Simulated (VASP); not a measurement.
Wanted: the native input for a VASP 6.6.1 run.

* Task: single point
* Functional: r2SCAN
* Potentials or basis: VASP PAW PBE potentials, release 64 (Mo_sv)
* Cutoff: 520 eV
* k mesh: 18 × 18 × 18
* Occupations: gaussian, width 0.1 eV
* Spin: no spin polarisation
* Dipole correction: no
* Further INCAR settings: ALGO = Normal; EDIFF = 1e-06; NBANDS = 13

Crystal: Mo.

```
Mo
1.0
    -1.56473    1.56473    1.56473
     1.56473   -1.56473    1.56473
     1.56473    1.56473   -1.56473
Mo
1
Direct
  0.00000 0.00000 0.00000
```

One way to write it, as run:

POSCAR

```
Mo
1.0
   -1.5647312348      1.5647312348      1.5647312348
    1.5647312348     -1.5647312348      1.5647312348
    1.5647312348      1.5647312348     -1.5647312348
Mo
1
Direct
    0.0000000000      0.0000000000      0.0000000000
```

INCAR.step1

```
SYSTEM = Mo
PREC = Accurate
ENCUT = 520
ISMEAR = 0
SIGMA = 0.1
LREAL = .False.
LASPH = .True.
NELM = 80
NBANDS = 13
GGA = PE
ALGO = Normal
EDIFF = 1E-4
LWAVE = .True.
LCHARG = .False.
```

INCAR.step2

```
SYSTEM = Mo
PREC = Accurate
ENCUT = 520
EDIFF = 1E-6
ISMEAR = 0
SIGMA = 0.1
LREAL = .False.
LASPH = .True.
NELM = 80
ALGO = Normal
ISIF = 2
LWAVE = .False.
LCHARG = .False.
METAGGA = R2SCAN
LMIXTAU = .True.
NBANDS = 13
ISTART = 1
```

KPOINTS

```
Automatic mesh
0
Gamma
  18 18 18
  0 0 0
```

Potentials or basis: VASP PAW PBE potentials, release 64 (Mo_sv).

Launch:

```sh
$ cat potpaw_PBE.64/Mo_sv/POTCAR > POTCAR
$ cp INCAR.step1 INCAR
$ mpirun -np 1 vasp_std > vasp.out
$ cp INCAR.step2 INCAR
$ mpirun -np 1 vasp_std > vasp.out
```

Results of the run:

```
Pressure               : 6.9 GPa
Band gap on the k mesh : zero (band 7 reaches 17.13 eV, above the bottom of band 8 at 11.41 eV)
```

Caveat: the PAW data sets were made with another functional, which shifts forces and pressure a little.

Wall time 52 s on 1 thread of Intel(R) Xeon(R) 6975P-C (Granite Rapids), on a shared host, peak memory 0.15 GiB.
